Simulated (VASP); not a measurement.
# Ge (Cmcm) in VASP: notebook

Ge is run at these levels: PBEsol; tasks: single point.

All numbers are computed with VASP 6.6.1; they aren't measurements. Logs are shortened: lines on timing, memory, paths and dates and some standing lists are left out, and cuts for length are marked.

### Step 1. The cell of the first run

The structure is orthorhombic, space group Cmcm (No. 63). The conventional cell has a = 2.976 Å, b = 5.189 Å, c = 4.728 Å, α = 90.00°, β = 90.00°, γ = 90.00°. Ge (site symmetry m2m) has 12 Ge at 2.92 to 2.99 Å within 3.9 Å.

### Step 2. Single point, PBEsol

Input file INCAR:

```
PREC = Accurate ; ENCUT = 520
EDIFF = 1E-6 ; ISMEAR = 1
SIGMA = 0.3 ; LREAL = False
LASPH = True ; NELM = 60
ALGO = Normal ; ISIF = 2
LWAVE = False ; LCHARG = True
GGA = PS ; LELF = True
LVHAR = True ; NBANDS = 21
```

Input file KPOINTS:

```
regular mesh
0
Gamma
  11 11 6
```

Input file POSCAR:

```
Ge
1.0
    1.4880530000     -2.5946900000      0.0000000000
    1.4880530000      2.5946900000      0.0000000000
    0.0000000000      0.0000000000      4.7275960000
Ge
2
Direct
    0.6665530000      0.3334470000      0.2500000000
    0.3334470000      0.6665530000      0.7500000000
```

Potentials or basis: VASP PAW PBE potentials, release 64 (Ge_d).

The run is started by

```console
$ cat potpaw_PBE.64/Ge_d/POTCAR > POTCAR
$ mpirun -np 1 vasp_std > vasp.out
```

OUTCAR:

```text
PREC = Accurate
   ENCUT = 520
   EDIFF = 1E-6
   ISMEAR = 1
   LREAL = False
   LASPH = True
   NELM = 60
   ISIF = 2
   GGA = PS

 ion  position               nearest neighbor table
   1  0.667  0.333  0.250-
   2  0.333  0.667  0.750-

  LATTYP: Found a base centered orthorhombic cell.
 ALAT       =     2.9761060000
 B/A-ratio  =     1.7436811726
 C/A-ratio  =     1.5885173445

  Lattice vectors:

 A1 = (   1.4880530000,  -2.5946900000,   0.0000000000)
 A2 = (   1.4880530000,   2.5946900000,   0.0000000000)
 A3 = (   0.0000000000,   0.0000000000,   4.7275960000)

Analysis of symmetry for initial positions (statically):
=====================================================================
 Subroutine PRICEL returns:
 Original cell was already a primitive cell.

 Routine SETGRP: Setting up the symmetry group for a
 base centered orthorhombic supercell.

 Subroutine GETGRP returns: Found  8 space group operations
 (whereof  4 operations were pure point group operations)
 out of a pool of  8 trial point group operations.

The static configuration has the point symmetry C_2h.
 The point group associated with its full space group is D_2h.

Analysis of symmetry for dynamics (positions and initial velocities):
=====================================================================
 Subroutine PRICEL returns:
 Original cell was already a primitive cell.

 Routine SETGRP: Setting up the symmetry group for a
 base centered orthorhombic supercell.

 Subroutine GETGRP returns: Found  8 space group operations
 (whereof  4 operations were pure point group operations)
 out of a pool of  8 trial point group operations.

The dynamic configuration has the point symmetry C_2h.
 The point group associated with its full space group is D_2h.

 Subroutine INISYM returns: Found  8 space group operations
 (whereof  4 operations are pure point group operations),
 and found     1 'primitive' translations

----------------------------------------------------------------------------------------

                                     Primitive cell

  volume of cell :      36.5068

  direct lattice vectors                    reciprocal lattice vectors
     1.488053000 -2.594690000  0.000000000     0.336009537 -0.192701248  0.000000000
     1.488053000  2.594690000  0.000000000     0.336009537  0.192701248  0.000000000
     0.000000000  0.000000000  4.727596000     0.000000000  0.000000000  0.211523997

  length of vectors
     2.991106472  2.991106472  4.727596000     0.387345040  0.387345040  0.211523997

  position of ions in fractional coordinates (direct lattice)
     0.666553000  0.333447000  0.250000000
     0.333447000  0.666553000  0.750000000

  ion indices of the primitive-cell ions
   primitive index   ion index
                 1           1
                 2           2

----------------------------------------------------------------------------------------

 KPOINTS: regular mesh

Automatic generation of k-mesh.
 Grid dimensions read from file:
 generate k-points for:   11   11    6

 Generating k-lattice:

  Cartesian coordinates                     Fractional coordinates (reciprocal lattice)
     0.030546322 -0.017518295  0.000000000     0.090909091  0.000000000  0.000000000
     0.030546322  0.017518295  0.000000000     0.000000000  0.090909091  0.000000000
     0.000000000  0.000000000  0.035253999     0.000000000  0.000000000  0.166666667

  Length of vectors
     0.035213185  0.035213185  0.035253999

  Shift w.r.t. Gamma in fractional coordinates (k-lattice)
     0.000000000  0.000000000  0.000000000

 Subroutine IBZKPT returns following result:
 ===========================================

 Found    144 irreducible k-points:

 Following reciprocal coordinates:
            Coordinates               Weight
  0.000000  0.000000  0.000000      1.000000
  0.090909 -0.000000  0.000000      4.000000
  0.181818  0.000000  0.000000      4.000000
  0.272727  0.000000  0.000000      4.000000
  0.363636  0.000000  0.000000      4.000000
  0.454545  0.000000  0.000000      4.000000
[... 16 lines left out ...]
 -0.272727  0.181818  0.000000      4.000000
 -0.181818  0.181818  0.000000      2.000000
 [... further k-points ...]
   k-points           NKPTS =    144   k-points in BZ     NKDIM =    144   number of bands    NBANDS=     21
   number of dos      NEDOS =    301   number of ions     NIONS =      2
   total plane-waves  NPLWV =  20736
   dimension x,y,z NGX =    24 NGY =   24 NGZ =   36
   dimension x,y,z NGXF=    48 NGYF=   48 NGZF=   72
   ions per type =               2
   NGX,Y,Z   is equivalent  to a cutoff of  13.34, 13.34, 12.66 a.u.
   NGXF,Y,Z  is equivalent  to a cutoff of  26.68, 26.68, 25.32 a.u.
 SYSTEM =  unknown system
   PREC   = accura    normal or accurate (medium, high low for compatibility)
   ISTART =      0    job   : 0-new  1-cont  2-samecut
   ICHARG =      2    charge: 1-file 2-atom 10-const
   ISPIN  =      1    spin polarized calculation?
   LNONCOLLINEAR =      F non collinear calculations
   LSORBIT =      F    spin-orbit coupling
   LASPH  =      T    aspherical Exc in radial PAW
   ENCUT  =  520.0 eV  38.22 Ry    6.18 a.u.   5.56  5.56  8.79*2*pi/ulx,y,z
   NELM   =     60;   NELMIN=  2; NELMDL= -5     # of ELM steps
   EDIFF  = 0.1E-05   stopping-criterion for ELM
   LREAL  =      F    real-space projection
   EDIFFG = 0.1E-04   stopping-criterion for IOM
   NSW    =      0    number of steps for IOM
   IBRION =     -1    ionic relax: 0-MD 1-quasi-New 2-CG
   NFREE  =      0    steps in history (QN), initial steepest desc. (CG)
   ISIF   =      2    stress and relaxation
   ISYM   =      2    0-nonsym 1-usesym 2-fastsym
   POTIM  = 0.5000    time-step for ionic-motion
   TEBEG  =    0.0;   TEEND  =   0.0 temperature during run
   PSTRESS=    0.0 pullay stress
   NELECT =      28.0000    total number of electrons
   NUPDOWN=      -1.0000    fix difference up-down
   EMIN   =  10.00;   EMAX   =-10.00  energy-range for DOS
   EFERMI =   0.00;   METHOD = LEGACY
   ISMEAR =     1;   SIGMA  =   0.30  broadening in eV -4-tet -1-fermi 0-gaus
   EFERMI_NEDOS =   21; number of points for ismear=-14 and -15
   IALGO  =     38    algorithm
   IMIX   =      4    mixing-type and parameters
     AMIX     =   0.40;   BMIX     =  1.00
     AMIX_MAG =   1.60;   BMIX_MAG =  1.00
  volume/ion in A,a.u.               =      18.25       123.18
  Fermi-wavevector in a.u.,A,eV,Ry     =   1.498544  2.831837 30.553698  2.245633
  Thomas-Fermi vector in A             =   2.610289
   LORBIT       =      0    0 simple, 1 ext, 2 COOP (PROOUT), +10 PAW based schemes
   GGA     = PS    functional components
   LHFCALC =     F    Hartree Fock is set to
   AEXX    =    0.0000 exact exchange contribution
   IVDW    =     0    specifies the selected vdW correction
   LEPSILON=     F    determine dielectric tensor
   LRPA    =     F    only Hartree local field effects (RPA)
 non-spin polarized calculation
 Methfessel and Paxton  Order N= 1 SIGMA  =   0.30
  energy-cutoff  :      520.00
  volume of cell :       36.51
 maximum number of plane-waves:      1014
   NGX = 11   NGY = 11   NGZ = 17

 number of electron      28.0000012 magnetization

 Free energy of the ion-electron system (eV)
  ---------------------------------------------------
  ext. energy  EPLUGINS =         0.00000000
  ---------------------------------------------------
  free energy    TOTEN  =        -9.31966015 eV

  energy without entropy =       -9.31391869  energy(sigma->0) =       -9.31774633

 E-fermi :   7.0041     XC(G=0): -11.6050

 val. band max:        6.9698217383   @ k =   0.1818   0.1818   0.0000
 cond. band min:       7.0196674793   @ k =  -0.3636   0.2727   0.3333
 fundamental gap:      0.0498457410
 Fermi energy:         7.0040714602

 k-point     1 :       0.0000    0.0000    0.0000
  band No.  band energies     occupation
      1     -17.6482      2.00000
      2     -17.6446      2.00000
      3     -17.6409      2.00000
      4     -17.6358      2.00000
      5     -17.6348      2.00000
      6     -17.6321      2.00000
[... 13 lines left out ...]
     20      19.8253      0.00000
     21      21.0947      0.00000

 k-point     2 :       0.0909   -0.0000    0.0000
  band No.  band energies     occupation
      1     -17.6526      2.00000
      2     -17.6448      2.00000
      3     -17.6364      2.00000
      4     -17.6296      2.00000
      5     -17.6275      2.00000
      6     -17.6250      2.00000
[... 13 lines left out ...]
     20      19.8260      0.00000
     21      21.1544      0.00000

 k-point     3 :       0.1818    0.0000    0.0000
  band No.  band energies     occupation
      1     -17.6672      2.00000
      2     -17.6413      2.00000
      3     -17.6286      2.00000
      4     -17.6271      2.00000
      5     -17.6218      2.00000
      6     -17.6173      2.00000
[... 13 lines left out ...]
     20      20.1018      0.00000
     21      21.1126      0.00000

 k-point     4 :       0.2727    0.0000    0.0000
  band No.  band energies     occupation
      1     -17.6832      2.00000
      2     -17.6422      2.00000
      3     -17.6416      2.00000
      4     -17.6363      2.00000
      5     -17.6094      2.00000
      6     -17.5923      2.00000
[... 13 lines left out ...]
     20      19.1068      0.00000
     21      20.5599      0.00000

 k-point     5 :       0.3636    0.0000    0.0000
  band No.  band energies     occupation
      1     -17.6968      2.00000
      2     -17.6561      2.00000
      3     -17.6445      2.00000
      4     -17.6441      2.00000
      5     -17.5964      2.00000
      6     -17.5835      2.00000
[... 13 lines left out ...]
     20      18.4986      0.00000
     21      20.0235      0.00000
[... 382 lines left out ...]
     20      18.5532      0.00000
     21      22.3062      0.00000

 k-point    22 :      -0.3636    0.1818    0.0000
  band No.  band energies     occupation
      1     -17.6596      2.00000
      2     -17.6567      2.00000
      3     -17.6537      2.00000
      4     -17.6336      2.00000
      5     -17.6079      2.00000
      6     -17.5942      2.00000
[... 13 lines left out ...]
     20      18.9068      0.00000
     21      19.8102      0.00000

 k-point    23 :      -0.2727    0.1818    0.0000
  band No.  band energies     occupation
      1     -17.6702      2.00000
      2     -17.6473      2.00000
      3     -17.6385      2.00000
      4     -17.6306      2.00000
      5     -17.6191      2.00000
      6     -17.6020      2.00000
[... 13 lines left out ...]
     20      18.3051      0.00000
     21      20.3300      0.00000

 k-point    24 :      -0.1818    0.1818    0.0000
  band No.  band energies     occupation
      1     -17.6694      2.00000
      2     -17.6424      2.00000
      3     -17.6290      2.00000
      4     -17.6260      2.00000
      5     -17.6232      2.00000
      6     -17.6156      2.00000
[... 13 lines left out ...]
     20      20.0892      0.00000
     21      21.2215      0.00000

 [... further k-points ...]
[... 5 lines left out ...]
  --------------------------------------------------------------------------------------
  -------------------------------------------------------------------------------------
  Total       -0.4412670     -0.4138815      1.1978407      0.0000000     -0.0000000      0.0000000
  in kB      -19.3659060    -18.1640350     52.5696921      0.0000000     -0.0000000      0.0000000
  external PRESSURE =       5.0132504 kB  Pullay stress =       0.0000000 kB

 VOLUME and BASIS-vectors are now :
 -----------------------------------------------------------------------------
  energy-cutoff  :      520.00
  volume of cell :       36.51
      direct lattice vectors                 reciprocal lattice vectors
     1.488053000 -2.594690000  0.000000000     0.336009537 -0.192701248  0.000000000
     1.488053000  2.594690000  0.000000000     0.336009537  0.192701248  0.000000000
     0.000000000  0.000000000  4.727596000     0.000000000  0.000000000  0.211523997

 POSITION                                       TOTAL-FORCE (eV/Angst)
 -----------------------------------------------------------------------------------
      1.48805     -0.86431      1.18190         0.000000      0.005754      0.000000
      1.48805      0.86431      3.54570         0.000000     -0.005754     -0.000000
 -----------------------------------------------------------------------------------
    total drift:                               -0.000000     -0.000000     -0.000000

  FREE ENERGIE OF THE ION-ELECTRON SYSTEM (eV)
  ---------------------------------------------------
  free  energy   TOTEN  =        -9.3196601524 eV

  energy  without entropy=       -9.3139186919  energy(sigma->0) =       -9.31774633
```

Wall time 46 s (1 thread of Intel Xeon Platinum 8259CL at 2.50GHz (Skylake/Cascade Lake), shared host); peak memory 0.21 GiB.

What came out:

```
Free energy            : -9.3197 eV
Pressure               : 0.5 GPa
Largest force          : 0.006 eV/Å
Band gap on the k mesh : zero (band 14 reaches 13.67 eV, above the bottom of band 15 at 4.30 eV)
```

Forces on the atoms (eV/Å):
```
Ge   0.000  0.006  0.000
Ge   0.000 -0.006  0.000
```

Stress tensor (GPa, compression positive):
```
-1.94  0.00  0.00
 0.00 -1.82  0.00
 0.00  0.00  5.26
```

Levels at points of the mesh, in eV from the Fermi level:
```csv
k point,band 12,band 13,band 14,band 15,band 16,band 17
"(0.00, 0.00, 0.00)",-7.56,-5.62,6.52,6.63,8.60,8.72
"(0.00, 0.00, 0.50)",-11.78,1.79,1.79,7.66,7.66,7.77
```

Caveat: the PAW data sets were made with another functional, which shifts forces and pressure a little.

### Step 3. Single point, PBEsol

Input file INCAR:

```
  PREC = Accurate
  ENCUT = 520
  EDIFF = 1E-6
  ISMEAR = 1
  SIGMA = 0.2
  LREAL = False
  LASPH = True
  NELM = 60
  ALGO = Normal
  ISIF = 2
  LWAVE = False
  LCHARG = False
  GGA = PS
  NBANDS = 21
```

Input file KPOINTS:

```
Automatic mesh
0
Gamma
  11 11 6
```

POSCAR is that of step 2.

Potentials or basis: VASP PAW PBE potentials, release 64 (Ge_d).

The run is started by

```console
$ cat potpaw_PBE.64/Ge_d/POTCAR > POTCAR
$ mpirun -np 1 vasp_std > vasp.out
```

OUTCAR:

```text
PREC = Accurate
   ENCUT = 520
   EDIFF = 1E-6
   ISMEAR = 1
   LREAL = False
   LASPH = True
   NELM = 60
   ISIF = 2
   GGA = PS

 ion  position               nearest neighbor table
   1  0.667  0.333  0.250-
   2  0.333  0.667  0.750-

  LATTYP: Found a base centered orthorhombic cell.
 ALAT       =     2.9761060000
 B/A-ratio  =     1.7436811726
 C/A-ratio  =     1.5885173445

  Lattice vectors:

 A1 = (   1.4880530000,  -2.5946900000,   0.0000000000)
 A2 = (   1.4880530000,   2.5946900000,   0.0000000000)
[... 189 lines left out ...]
      3     -17.6424      2.00000
      4     -17.6371      2.00000
      5     -17.6356      2.00000
      6     -17.6335      2.00000
[... 565 lines left out ...]
     20      20.0893      0.00000
     21      21.2209      0.00000

 [... further k-points ...]
[... 5 lines left out ...]
  --------------------------------------------------------------------------------------
  -------------------------------------------------------------------------------------
  Total       -0.4761424     -0.4066593      1.1811003      0.0000000      0.0000000      0.0000000
  in kB      -20.8964816    -17.8470763     51.8350054      0.0000000      0.0000000      0.0000000
  external PRESSURE =       4.3638158 kB  Pullay stress =       0.0000000 kB

 VOLUME and BASIS-vectors are now :
 -----------------------------------------------------------------------------
  energy-cutoff  :      520.00
  volume of cell :       36.51
      direct lattice vectors                 reciprocal lattice vectors
     1.488053000 -2.594690000  0.000000000     0.336009537 -0.192701248  0.000000000
     1.488053000  2.594690000  0.000000000     0.336009537  0.192701248  0.000000000
     0.000000000  0.000000000  4.727596000     0.000000000  0.000000000  0.211523997

 POSITION                                       TOTAL-FORCE (eV/Angst)
 -----------------------------------------------------------------------------------
      1.48805     -0.86431      1.18190         0.000000      0.007087      0.000000
      1.48805      0.86431      3.54570         0.000000     -0.007087      0.000000
 -----------------------------------------------------------------------------------
    total drift:                               -0.000000     -0.000000     -0.000000

  FREE ENERGIE OF THE ION-ELECTRON SYSTEM (eV)
  ---------------------------------------------------
  free  energy   TOTEN  =        -9.3181107718 eV

  energy  without entropy=       -9.3159077770  energy(sigma->0) =       -9.31737644
```

It took 50 s on 1 thread of Intel Xeon Platinum 8259CL at 2.50GHz (Skylake/Cascade Lake), shared host; peak memory 0.21 GiB.

What came out:

| Property | Result |
| --- | --- |
| Free energy | -9.3181 eV |
| Pressure | 0.4 GPa |
| Largest force | 0.007 eV/Å |
| Band gap on the k mesh | zero (band 14 reaches 13.67 eV, above the bottom of band 15 at 4.30 eV) |

Forces in eV/Å, atoms in the order of the input:
```
Ge   0.000  0.007  0.000
Ge   0.000 -0.007  0.000
```

Caveat: the PAW data sets were made with another functional, which shifts forces and pressure a little.

(Continued in part 2 of 2.)
